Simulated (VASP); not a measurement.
## NaF: single point with PBE

The system is NaF.

```
CELL_PARAMETERS angstrom
0.00000 2.30976 2.30976
2.30976 0.00000 2.30976
2.30976 2.30976 0.00000
ATOMIC_POSITIONS crystal
Na 0.00000 0.00000 0.00000
F 0.50000 0.50000 0.50000
```

This cell differs from its parent crystal: Li replaced by Na, lengths x 1.123, strained.

```yaml
Program: VASP 6.6.1
Task: single point
Functional: PBE
Potentials_or_basis: VASP PAW PBE potentials, release 64 (Na_pv, F)
Cutoff: 520 eV
k_mesh: 6 × 6 × 6
Occupations: gaussian, width 0.1 eV
Spin: no spin polarisation
```

| Property | Result |
| --- | --- |
| Pressure | 2.5 GPa |
| Band gap on the k mesh | 6.35 eV, direct |

Levels at points of the mesh, in eV from the valence-band top:
```tsv
k point	band 3	band 4	band 5	band 6	band 7	band 8	band 9	band 10	band 11	band 12
(0.00, 0.00, 0.00)	-18.92	-18.92	0.00	0.00	0.00	6.35	19.04	19.04	19.04	21.93
(0.50, 0.00, 0.00)	-18.93	-18.15	-1.61	-0.26	-0.26	10.84	12.55	20.21	20.21	23.03
(0.50, 0.50, 0.00)	-18.97	-18.93	-1.29	-0.41	-0.41	13.23	13.34	13.70	19.89	19.89
```

It took 8.3 s on 1 thread of Intel Xeon 6975P-C, with other jobs on the host, peak memory 0.13 GiB.

Caveat: the cell differs from its parent crystal (Li replaced by Na, lengths x 1.123, strained).
